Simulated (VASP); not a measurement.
## Ti: single point with PBE+D3(BJ)

Ti:

```
Ti
1.0
     4.51165    0.00000    0.00000
    -2.25583    3.90721    0.00000
     0.00000    0.00000    2.79244
Ti
3
Direct
  0.66667 0.33333 0.50000
  0.33333 0.66667 0.50000
  0.00000 0.00000 0.00000
```

| Item | Value |
| --- | --- |
| Program | VASP 6.6.1 |
| Task | single point |
| Functional | PBE |
| Dispersion | D3(BJ) |
| Potentials or basis | VASP PAW PBE potentials, release 64 (Ti_sv) |
| Cutoff | 520 eV |
| k mesh | 7 × 7 × 9 |
| Occupations | fermi-dirac, width 0.05 eV |
| Spin | no spin polarisation |

The pressure is -1.4 GPa, the band gap on the k mesh is zero (band 18 reaches 9.04 eV, above the bottom of band 19 at 8.74 eV) and the dispersion energy per atom is -0.638 eV.

Levels at points of the mesh, in eV from the Fermi level:
```tsv
k point	band 15	band 16	band 17	band 18	band 19	band 20	band 21	band 22
(0.00, 0.00, 0.00)	-0.71	-0.71	-0.62	-0.62	-0.02	0.71	1.34	1.34
```

Wall time 29 s on 1 thread of AMD EPYC 9R45 96-Core Processor (Zen 5), on a shared host, peak memory 0.17 GiB.

Caveat: three body term missing; pairwise dispersion overbinds metals, which lowers pressure and volume.
